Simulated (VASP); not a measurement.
Here is a VASP 6.6.1 calculation.

The input POSCAR:

```
BN
1.0
    1.8048137541     -1.8048137541      0.0000000000
    1.8048137541      0.0000000000     -1.8048137541
    8.3739555548      8.3739555548      8.3739555548
B N
6 6
Direct
    1.0000000000      0.0000000000      0.3412223909
    0.3333333333      0.3333333333      0.1975377055
    0.6666666667      0.6666666667      0.4849070763
    1.0000000000      1.0000000000      0.7722764471
    0.3333333333      0.3333333333      0.6285917617
    0.6666666667      0.6666666667      0.0538530201
    0.6666666667      0.6666666667      0.3771435622
    0.0000000000      0.0000000000      0.2334588768
    0.3333333333      0.3333333333      0.5208282476
    0.6666666667      0.6666666667      0.8081976184
    0.0000000000      0.0000000000      0.6645129330
    0.3333333333      0.3333333333      0.0897741914
```

INCAR.step1

```
ALGO = Normal
EDIFF = 1E-4
ENCUT = 520
GGA = PE
ISMEAR = 0
LASPH = T
LCHARG = F
LREAL = F
LWAVE = T
NBANDS = 36
NELM = 60
PREC = Accurate
SIGMA = 0.05
```

The input INCAR.step2:

```
ALGO = Normal
EDIFF = 1E-6
ENCUT = 520
ISIF = 2
ISMEAR = 0
ISTART = 1
LASPH = T
LCHARG = T
LELF = T
LMIXTAU = T
LREAL = F
LVHAR = T
LWAVE = F
METAGGA = R2SCAN
NBANDS = 36
NELM = 60
PREC = Accurate
SIGMA = 0.05
```

KPOINTS

```
k-points
0
Gamma
  10 10 2
```

Potentials or basis: VASP PAW PBE potentials, release 64 (B, N).

Run with:

```bash
$ cat potpaw_PBE.64/B/POTCAR potpaw_PBE.64/N/POTCAR > POTCAR
$ cp INCAR.step1 INCAR
$ mpirun -np 1 vasp_std > vasp.out
$ cp INCAR.step2 INCAR
$ mpirun -np 1 vasp_std > vasp.out
```

Q: What does it give for the pressure?

A: -3.4 GPa.

Q: Estimate the largest force.

A: 4.071 eV/Å.

Q: Estimate the band gap on the k mesh.

A: Zero (bands 24 and 25 overlap by 0.18 eV).

Stress tensor (GPa, compression positive):
```
-3.38 -1.30 -1.30
-1.30 -3.38 -1.30
-1.30 -1.30 -3.38
```

Caveat: the cell differs from its parent crystal (the distance across one plane changed); the cell stands under tension; semilocal functionals underestimate gaps, so a narrow gap can read as zero; the PAW data sets were made with another functional, which shifts forces and pressure a little.
